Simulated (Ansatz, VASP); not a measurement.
## LaHg2: VASP beside Ansatz

```
La Hg
1.0
     5.00960    0.00000    0.00000
    -2.50480    4.33844    0.00000
     0.00000    0.00000    3.65000
La Hg
1 2
Direct
  0.00000 0.00000 0.00000
  0.33333 0.66667 0.45000
  0.66667 0.33333 0.55000
```

Change from the starting cell: equal xx and yy strain of +1 %.

Alike in both runs: task single point; functional PBEsol; k mesh 10 × 10 × 11; occupations fermi-dirac, width 0.03 eV; no spin polarisation.

```csv
,VASP,Ansatz
version,VASP 6.6.1,Ansatz 0.2.0
potentials or method,"VASP PAW PBE potentials, release 64 (La, Hg), cutoff 520 eV","all-electron LAPW, scalar-relativistic"
```

Ansatz gave:

```
pressure (GPa)                                                : -2.1
traceless stress, the component that is largest in VASP (GPa) : -0.23
rms of the force components (eV/Å)                            : 0.130
```

Q: What did VASP give for the same quantities?

A: Pressure (GPa): -2.0; traceless stress, the component that is largest in VASP (GPa): -0.34; rms of the force components (eV/Å): 0.126.

VASP's potentials were made for PBE, not for PBEsol. Atom by atom the forces differ by 0.005 eV/Å (rms over components). Ansatz ran all-electron here, and VASP with PAW potentials.

Neither program's run includes spin-orbit coupling.
